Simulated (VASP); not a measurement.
Wanted: the native input for a VASP 6.6.1 run.

```
Task                   : single point
Functional             : PBE
Potentials or basis    : VASP PAW PBE potentials, release 64 (Cu, O)
Cutoff                 : 520 eV
k mesh                 : 12 × 12 × 12
Occupations            : fermi-dirac, width 0.08 eV
Spin                   : no spin polarisation
Dipole correction      : no
Further INCAR settings : ALGO = Normal; EDIFF = 1e-06; NBANDS = 16
```

The structure of CuO (CsCl type) lies in POSCAR:

```
CuO
1.0
    2.6368332336      0.0000000000      0.0000000000
    0.0000000000      2.6368332336      0.0000000000
    0.0000000000      0.0000000000      2.6368332336
Cu O
1 1
Direct
    0.0758485586      0.0000000000      0.0000000000
    0.5000000000      0.5000000000      0.5000000000
```

This cell differs from its parent crystal: 0.0, 0.0] A.

These files were run (other wordings do the same):

INCAR

```
SYSTEM = CuO
  PREC = Accurate
  ENCUT = 520
  EDIFF = 1E-6
  ISMEAR = -1
  SIGMA = 0.08
  LREAL = .FALSE.
  LASPH = .TRUE.
  NELM = 60
  ALGO = Normal
  ISIF = 2
  LWAVE = .FALSE.
  LCHARG = .FALSE.
  GGA = PE
  NBANDS = 16
```

KPOINTS

```
regular mesh
0
G
  12 12 12
  0 0 0
```

Potentials or basis: VASP PAW PBE potentials, release 64 (Cu, O).

The run is started by

```console
$ cat potpaw_PBE.64/Cu/POTCAR potpaw_PBE.64/O/POTCAR > POTCAR
$ mpirun -np 1 vasp_std > vasp.out
```

Results of the run:

The pressure is 2.6 GPa. The largest force is 0.015 eV/Å and the band gap on the k mesh is zero (an odd number of electrons rules out a gap without spin polarisation).

Caveat: the cell differs from its parent crystal (0.0, 0.0] A); an odd number of electrons without spin polarisation forces a metal; a magnetic or distorted state may lie lower; semilocal functionals often make such compounds metallic where correlation or magnetic order opens a gap, which also shifts bond lengths.

It took 18 s on 1 thread of Intel(R) Xeon(R) 6975P-C (Granite Rapids), on a shared host, peak memory 0.17 GiB.
